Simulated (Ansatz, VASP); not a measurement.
Ru in VASP and in Ansatz

```
CELL_PARAMETERS angstrom
2.70783 0.00000 0.00000
-1.35391 2.34505 0.00000
0.00000 0.00000 4.26810
ATOMIC_POSITIONS crystal
Ru 0.33333 0.66667 0.25000
Ru 0.66667 0.33333 0.75000
```

Alike in both runs: task relaxation of cell and atoms; functional PBE; k mesh 9 × 9 × 4; occupations gaussian, width 0.1 eV; no spin polarisation.

```csv
,VASP,Ansatz
version,VASP 6.6.1,Ansatz 0.2.0
potentials or method,"VASP PAW PBE potentials, release 64 (Ru_pv), cutoff 600 eV","scalar-relativistic, plane waves, PAW"
valence electrons in the cell,28,32
```

```tsv
	VASP	Ansatz	Ansatz less VASP
gap on the k mesh at the Fermi level, each at its own relaxed structure (eV)	none	none	-
relaxed volume (Å³/atom)	13.76	13.78	+0.019
relaxed length of the cell vector where the two differ most in proportion (Å)	2.723	2.726	+0.0029
```

A gap of «none» marks a metal or a gap that the smearing closes. VASP's potentials hold 28 valence electrons a cell and Ansatz's 32, so a difference there can come from the potentials and not from the codes.

The k mesh is coarse, so the values compare programs but aren't converged.
